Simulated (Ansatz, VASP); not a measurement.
# Si2C: VASP beside Ansatz

```
CELL_PARAMETERS angstrom
2.92317 0.00000 0.00000
-1.46159 2.53154 0.00000
0.00000 0.00000 8.84160
ATOMIC_POSITIONS crystal
Si 0.33333 0.66667 0.61316
Si 0.66667 0.33333 0.11316
Si 0.33333 0.66667 0.88684
Si 0.66667 0.33333 0.38684
C 0.33333 0.66667 0.25000
C 0.66667 0.33333 0.75000
```

Change from the starting cell: species swapped into the WSe2 type (P6_3/mmc, No. 194).

Alike in both runs: functional PBE; k mesh 12 × 12 × 4; occupations gaussian, width 0.1 eV; no spin polarisation.

Ansatz relaxed the structure, and its values are those at the end. VASP's run is a single point on that final structure, the one shown.

|  | VASP | Ansatz |
| --- | --- | --- |
| version | VASP 6.6.1 | Ansatz 0.2.0 |
| potentials or method | VASP PAW PBE potentials, release 64 (Si, C), cutoff 520 eV | scalar-relativistic, plane waves, PAW |
| valence electrons in the cell | 24 | 24 |

Ansatz gave:

| Item | Value |
| --- | --- |
| gap on the k mesh at the Fermi level (eV) | none |
| pressure (GPa) | 0.0 |
| rms of the force components (eV/Å) | 0.001 |

Task: What did VASP give for the same quantities?

Result: gap on the k mesh at the Fermi level (eV): none; pressure (GPa): 0.0; rms of the force components (eV/Å): 0.011.

A gap of «none» marks a metal or a gap that the smearing closes. With one functional, cell and mesh, what is left measures potentials, basis and numerics.
